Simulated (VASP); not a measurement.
# K (Cmcm) in VASP: single point with PBE

Aim: the single point of K with PBE.

All numbers are computed with VASP 6.6.1; they aren't measurements. Logs are shortened: lines on timing, memory, paths and dates and some standing lists are left out, and cuts for length are marked.

## Step 1: The cell of the first run

It takes space group Cmcm (No. 63, orthorhombic). The conventional cell has a = 4.793 Å, b = 8.034 Å, c = 7.423 Å, α = 90.00°, β = 90.00°, γ = 90.00°.

## Step 2: Single point, PBE (strain along c alone, the other axes held: -3.0 %, then relaxed in part)

Contents of INCAR:

```
PREC = Accurate
ENCUT = 520
EDIFF = 1E-6
ISMEAR = 0
SIGMA = 0.1
LREAL = F
LASPH = T
NELM = 100
ALGO = Normal
ISIF = 2
LWAVE = F
LCHARG = F
GGA = PE
NBANDS = 26
```

Contents of KPOINTS:

```
regular mesh
0
Gamma
  10 6 6
```

Contents of POSCAR:

```
K
1.0
    4.7930905481      0.0000000000      0.0000000000
    0.0000000000      8.0336568041      0.0000000000
    0.0000000000      0.0000000000      7.4232431345
K
4
Direct
    0.5000000000      0.6777580757      0.2500000000
    0.5000000000      0.3222419243      0.7500000000
    0.0000000000      0.1777580757      0.2500000000
    0.0000000000      0.8222419243      0.7500000000
```

Potentials or basis: VASP PAW PBE potentials, release 64 (K_sv).

Run with:

```sh
cat potpaw_PBE.64/K_sv/POTCAR > POTCAR
mpirun -np 1 vasp_std > vasp.out
```

OUTCAR:

```text
PREC = Accurate
   ENCUT = 520
   EDIFF = 1E-6
   ISMEAR = 0
   LREAL = F
   LASPH = T
   NELM = 100
   ISIF = 2
   GGA = PE

 ion  position               nearest neighbor table
   1  0.500  0.678  0.250-
   2  0.500  0.322  0.750-
   3  0.000  0.178  0.250-
   4  0.000  0.822  0.750-

  LATTYP: Found a simple orthorhombic cell.
 ALAT       =     4.7930905481
 B/A-ratio  =     1.5487383474
 C/A-ratio  =     1.6760911824

  Lattice vectors:

 A1 = (  -4.7930905481,   0.0000000000,   0.0000000000)
 A2 = (   0.0000000000,   0.0000000000,   7.4232431345)
 A3 = (   0.0000000000,   8.0336568041,   0.0000000000)

Analysis of symmetry for initial positions (statically):
=====================================================================
 Subroutine PRICEL returns following result:

  LATTYP: Found a base centered orthorhombic cell.
 ALAT       =     4.7930905481
 B/A-ratio  =     1.6760911824
 C/A-ratio  =     1.5487383474

  Lattice vectors:

 A1 = (   2.3965452741,  -4.0168284020,   0.0000000000)
 A2 = (   2.3965452741,   4.0168284020,   0.0000000000)
 A3 = (   0.0000000000,   0.0000000000,   7.4232431345)

   2 primitive cells build up your supercell.

 Routine SETGRP: Setting up the symmetry group for a
 simple orthorhombic supercell.

 Subroutine GETGRP returns: Found  8 space group operations
 (whereof  4 operations were pure point group operations)
 out of a pool of  8 trial point group operations.

The static configuration has the point symmetry C_2h.
 The point group associated with its full space group is D_2h.

Analysis of symmetry for dynamics (positions and initial velocities):
=====================================================================
 Subroutine PRICEL returns following result:

  LATTYP: Found a base centered orthorhombic cell.
 ALAT       =     4.7930905481
 B/A-ratio  =     1.6760911824
 C/A-ratio  =     1.5487383474

  Lattice vectors:

 A1 = (   2.3965452741,  -4.0168284020,   0.0000000000)
 A2 = (   2.3965452741,   4.0168284020,   0.0000000000)
 A3 = (   0.0000000000,   0.0000000000,   7.4232431345)

   2 primitive cells build up your supercell.

 Routine SETGRP: Setting up the symmetry group for a
[... 99 lines left out ...]
   ISTART =      0    job   : 0-new  1-cont  2-samecut
   ICHARG =      2    charge: 1-file 2-atom 10-const
   ISPIN  =      1    spin polarized calculation?
   LNONCOLLINEAR =      F non collinear calculations
   LSORBIT =      F    spin-orbit coupling
   LASPH  =      T    aspherical Exc in radial PAW
   ENCUT  =  520.0 eV  38.22 Ry    6.18 a.u.   8.91 14.94 13.80*2*pi/ulx,y,z
   NELM   =    100;   NELMIN=  2; NELMDL= -5     # of ELM steps
   EDIFF  = 0.1E-05   stopping-criterion for ELM
   LREAL  =      F    real-space projection
   EDIFFG = 0.1E-04   stopping-criterion for IOM
   NSW    =      0    number of steps for IOM
   IBRION =     -1    ionic relax: 0-MD 1-quasi-New 2-CG
   NFREE  =      0    steps in history (QN), initial steepest desc. (CG)
   ISIF   =      2    stress and relaxation
   ISYM   =      2    0-nonsym 1-usesym 2-fastsym
   POTIM  = 0.5000    time-step for ionic-motion
   TEBEG  =    0.0;   TEEND  =   0.0 temperature during run
   PSTRESS=    0.0 pullay stress
   NELECT =      36.0000    total number of electrons
   NUPDOWN=      -1.0000    fix difference up-down
   EMIN   =  10.00;   EMAX   =-10.00  energy-range for DOS
   EFERMI =   0.00;   METHOD = LEGACY
   ISMEAR =     0;   SIGMA  =   0.10  broadening in eV -4-tet -1-fermi 0-gaus
   EFERMI_NEDOS =   21; number of points for ismear=-14 and -15
   IALGO  =     38    algorithm
   IMIX   =      4    mixing-type and parameters
     AMIX     =   0.40;   BMIX     =  1.00
     AMIX_MAG =   1.60;   BMIX_MAG =  1.00
  volume/ion in A,a.u.               =      71.46       482.24
  Fermi-wavevector in a.u.,A,eV,Ry     =   0.820606  1.550721  9.162089  0.673395
  Thomas-Fermi vector in A             =   1.931618
   LORBIT       =      0    0 simple, 1 ext, 2 COOP (PROOUT), +10 PAW based schemes
   GGA     = PE    functional components
   LHFCALC =     F    Hartree Fock is set to
   AEXX    =    0.0000 exact exchange contribution
   IVDW    =     0    specifies the selected vdW correction
   LEPSILON=     F    determine dielectric tensor
   LRPA    =     F    only Hartree local field effects (RPA)
 non-spin polarized calculation
 Gauss-broadening in eV      SIGMA  =   0.10
  energy-cutoff  :      520.00
  volume of cell :      285.84
 maximum number of plane-waves:      7744
 NGX is ok and might be reduce to    36
   NGX = 17   NGY = 29   NGZ = 27

 number of electron      35.9999996 magnetization

 Free energy of the ion-electron system (eV)
  ---------------------------------------------------
  ext. energy  EPLUGINS =         0.00000000
  ---------------------------------------------------
  free energy    TOTEN  =        -4.19437606 eV

  energy without entropy =       -4.18320419  energy(sigma->0) =       -4.18879012

 E-fermi :  -0.0485     XC(G=0):  -5.7201

 val. band max:       -0.0770384688   @ k =   0.4000   0.3333   0.0000
 cond. band min:      -0.0112133314   @ k =   0.5000   0.5000   0.0000
 fundamental gap:      0.0658251375
 Fermi energy:        -0.0485441031

 k-point     1 :       0.0000    0.0000    0.0000
  band No.  band energies     occupation
      1     -32.1663      2.00000
      2     -32.1623      2.00000
      3     -32.1612      2.00000
      4     -32.1599      2.00000
      5     -15.6946      2.00000
      6     -15.6795      2.00000
[... 685 lines left out ...]
     25       2.2580      0.00000
     26       2.2580      0.00000

 [... further k-points ...]

------------------------ aborting loop because EDIFF is reached ----------------------------------------

  FORCE on cell =-STRESS in cart. coord.  units (eV):
  Direction    XX          YY          ZZ          XY          YZ          ZX
  --------------------------------------------------------------------------------------
  -------------------------------------------------------------------------------------
  Total        0.1213962      0.0812823      0.4439183      0.0000000      0.0000000      0.0000000
  in kB        0.6804453      0.4556004      2.4882332      0.0000000      0.0000000      0.0000000
  external PRESSURE =       1.2080930 kB  Pullay stress =       0.0000000 kB

 VOLUME and BASIS-vectors are now :
 -----------------------------------------------------------------------------
  energy-cutoff  :      520.00
  volume of cell :      285.84
      direct lattice vectors                 reciprocal lattice vectors
     4.793090548  0.000000000  0.000000000     0.208633655  0.000000000  0.000000000
     0.000000000  8.033656804  0.000000000     0.000000000  0.124476316  0.000000000
     0.000000000  0.000000000  7.423243134     0.000000000  0.000000000  0.134712010

 POSITION                                       TOTAL-FORCE (eV/Angst)
 -----------------------------------------------------------------------------------
      2.39655      5.44488      1.85581        -0.000000     -0.003739     -0.000000
      2.39655      2.58878      5.56743         0.000000      0.003739      0.000000
      0.00000      1.42805      1.85581        -0.000000     -0.003739     -0.000000
      0.00000      6.60561      5.56743        -0.000000      0.003739      0.000000
 -----------------------------------------------------------------------------------
    total drift:                                0.000000      0.000000      0.000000

  FREE ENERGIE OF THE ION-ELECTRON SYSTEM (eV)
  ---------------------------------------------------
  free  energy   TOTEN  =        -4.1943760560 eV

  energy  without entropy=       -4.1832041922  energy(sigma->0) =       -4.18879012
```

stdout:

```text
POSCAR found type information on POSCAR K
 POSCAR found :  1 types and       4 ions
 scaLAPACK will be used
 LDA part: xc-table for (Slater+PW92), standard interpolation
 POSCAR, INCAR and KPOINTS ok, starting setup
 FFT: planning ... GRIDC
 FFT: planning ... GRID_SOFT
 FFT: planning ... GRID
 WAVECAR not read
 entering main loop
```

Wall time 3.3 min (1 thread of Intel Xeon 6975P-C (Granite Rapids), shared host); peak memory 0.66 GiB.

Results:

* Free energy: -4.1944 eV
* Pressure: 0.1 GPa
* Largest force: 0.004 eV/Å
* Band gap on the k mesh: zero (band 18 reaches 0.64 eV, above the bottom of band 19 at -0.87 eV)

Forces on the atoms (eV/Å):
```
K    0.000 -0.004  0.000
K    0.000  0.004  0.000
K    0.000 -0.004  0.000
K    0.000  0.004  0.000
```

Caveat: the cell differs from its parent crystal (strain along c alone, the other axes held: -3.0 %, then relaxed in part).
